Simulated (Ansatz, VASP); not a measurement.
Two plane-wave programs on Ga2O3

The input INCAR:

```
PREC     = Accurate       # precision mode
ENCUT    = 600            # plane-wave cutoff, eV
EDIFF    = 1E-7           # SCF threshold, eV
ISMEAR   = 0              # smearing method
SIGMA    = 0.1            # smearing width, eV
LREAL    = F              # projectors in reciprocal space
LASPH    = T              # aspherical terms in the spheres
NELM     = 60             # most SCF steps
ALGO     = Normal         # electronic algorithm
ISIF     = 3              # what is computed and relaxed
LWAVE    = F              # write WAVECAR
LCHARG   = F              # write CHGCAR
GGA      = PE             # functional
IBRION   = 2              # ionic algorithm
NSW      = 100            # ionic steps
EDIFFG   = -0.01          # ionic threshold
```

Contents of KPOINTS:

```
Automatic mesh
0
Gamma
  10 10 10
```

File POSCAR:

```
Ga2O3
1.0
    3.8208387722      0.0000000000      0.0000000000
    0.0000000000      3.8208387722      0.0000000000
    0.0000000000      0.0000000000      3.8208387722
Ga O
2 3
Direct
    0.5000000000      0.5000000000      0.5000000000
    0.0000000000      0.0000000000      0.0000000000
    0.5000000000      0.0000000000      0.0000000000
    0.0000000000      0.5000000000      0.0000000000
    0.0000000000      0.0000000000      0.5000000000
```

Input for Ansatz:

```yaml
crystal:
  lattice:
    - [3.8208387722, 0.0, 0.0]
    - [0.0, 3.8208387722, 0.0]
    - [0.0, 0.0, 3.8208387722]
  atoms:
    - { symbol: Ga, position: [0.5, 0.5, 0.5] }
    - { symbol: Ga, position: [0.0, 0.0, 0.0] }
    - { symbol: O, position: [0.5, 0.0, 0.0] }
    - { symbol: O, position: [0.0, 0.5, 0.0] }
    - { symbol: O, position: [0.0, 0.0, 0.5] }
basis:
  ecutwfc: 420
kpoints:
  mp_grid: { grid: [10, 10, 10] }
hamiltonian:
  xc: pbe
scf:
  occupations: { method: gaussian, width: 0.1 }
output:
  forces: true
  stress: true
  eigenvalues: true
  write_density: true
  write_potential: true
  elf: true
  volumetric_format: npy
relax:
  adjacent_minimum: "off"
  f_tol: 0.01
  max_steps: 80
  cell: { stress_tol: 0.05 }
```

Alike in both runs: task relaxation of cell and atoms; functional PBE; k mesh 10 × 10 × 10; occupations gaussian, width 0.1 eV; no spin polarisation.

|  | VASP | Ansatz |
| --- | --- | --- |
| version | VASP 6.6.1 | Ansatz 0.2.0 |
| potentials or method | VASP PAW PBE potentials, release 64 (Ga_d, O), cutoff 600 eV | scalar-relativistic, plane waves, PAW |
| valence electrons in the cell | 44 | 44 |

Ansatz gave:

- gap on the k mesh at the Fermi level, each at its own relaxed structure (eV): none
- relaxed volume (Å³/atom): 11.21
- relaxed cell length with the largest relative difference (Å): 3.827

Problem. Estimate VASP's values.

Solution. gap on the k mesh at the Fermi level, each at its own relaxed structure (eV): none; relaxed volume (Å³/atom): 11.23; relaxed cell length with the largest relative difference (Å): 3.829.

A gap of «none» marks a metal or a gap that the smearing closes.
